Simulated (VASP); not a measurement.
A run of VASP 6.6.1 is set up as follows.

Contents of POSCAR:

```
WS2
1.0
    1.5911317569      0.9186403482      6.5478540604
   -1.5911317569      0.9186403482      6.5478540604
    0.0000000000     -1.8372806963      6.5478540605
W S
1 2
Direct
    0.0006740937      0.0006740937      0.0006740937
    0.2546440435      0.2546440435      0.2546440435
    0.4133818628      0.4133818628      0.4133818628
```

Contents of INCAR.step1:

```
SYSTEM = WS2
PREC = Accurate ; ENCUT = 550
ISMEAR = 0 ; SIGMA = 0.02
LREAL = .FALSE. ; LASPH = .TRUE.
NELM = 120 ; NBANDS = 20
GGA = PE ; ALGO = Normal
EDIFF = 1E-5 ; LWAVE = .TRUE.
LCHARG = .FALSE. ; GGA_COMPAT = .FALSE.
```

Contents of INCAR.step2:

```
SYSTEM = WS2
PREC = Accurate ; ENCUT = 550
EDIFF = 1E-6 ; ISMEAR = 0
SIGMA = 0.02 ; LREAL = .FALSE.
LASPH = .TRUE. ; NELM = 120
ALGO = Normal ; ISIF = 2
LWAVE = .FALSE. ; LCHARG = .TRUE.
METAGGA = R2SCAN ; LMIXTAU = .TRUE.
LELF = .TRUE. ; LVHAR = .TRUE.
NBANDS = 20 ; ISTART = 1
GGA_COMPAT = .FALSE.
```

Contents of KPOINTS:

```
Automatic mesh
0
G
  12 12 12
  0 0 0
```

Potentials or basis: VASP PAW PBE potentials, release 64 (W_sv, S).

Command:

```console
$ cat potpaw_PBE.64/W_sv/POTCAR potpaw_PBE.64/S/POTCAR > POTCAR
$ cp INCAR.step1 INCAR
$ mpirun -np 1 vasp_std > vasp.out
$ cp INCAR.step2 INCAR
$ mpirun -np 1 vasp_std > vasp.out
```

(1) Predict the largest force.

(2) Predict the band gap on the k mesh.

(3) What does it give for the pressure?

Answers

(1) 0.021 eV/Å.

(2) 1.39 eV (least direct gap 1.92 eV).

(3) 0.2 GPa.

Caveat: the PAW data sets were made with another functional, which shifts forces and pressure a little; spin-orbit coupling is left out, which moves the levels of the heavy elements.
